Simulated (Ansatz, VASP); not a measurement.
# Two plane-wave programs on GaN

```xyz
2
Lattice="0.0000 2.1352 2.1352 2.1352 0.0000 2.1352 2.1352 2.1352 0.0000" Properties=species:S:1:pos:R:3 pbc="T T T"
Ga    0.0000    0.0000    0.0000
N     2.1352    2.1352    2.1352
```

Alike in both runs: functional revPBE; k mesh 11 × 11 × 11; occupations fermi-dirac, width 0.05 eV; no spin polarisation.

|  | VASP | Ansatz |
| --- | --- | --- |
| version | VASP 6.6.1 | Ansatz 0.2.0 |
| potentials or method | VASP PAW PBE potentials, release 64 (Ga_d, N) | Ansatz PAW |
| plane-wave cutoff (eV) | 520 | 420 |
| valence electrons in the cell | 18 | 18 |
| task | single point | band structure |

|  | VASP | Ansatz | Ansatz less VASP |
| --- | --- | --- | --- |
| gap on the k mesh at the Fermi level (eV) | 0.61 | 0.62 | +0.011 |
| least direct gap on the mesh (eV) | 2.38 | 2.37 | -0.004 |
| pressure (GPa) | 3.8 | 3.0 | -0.79 |

VASP's potentials were made for PBE, not for revPBE.

Noted on Ansatz's run: the k mesh misses the band edges, so the gap on the mesh is wider than the one along the path.
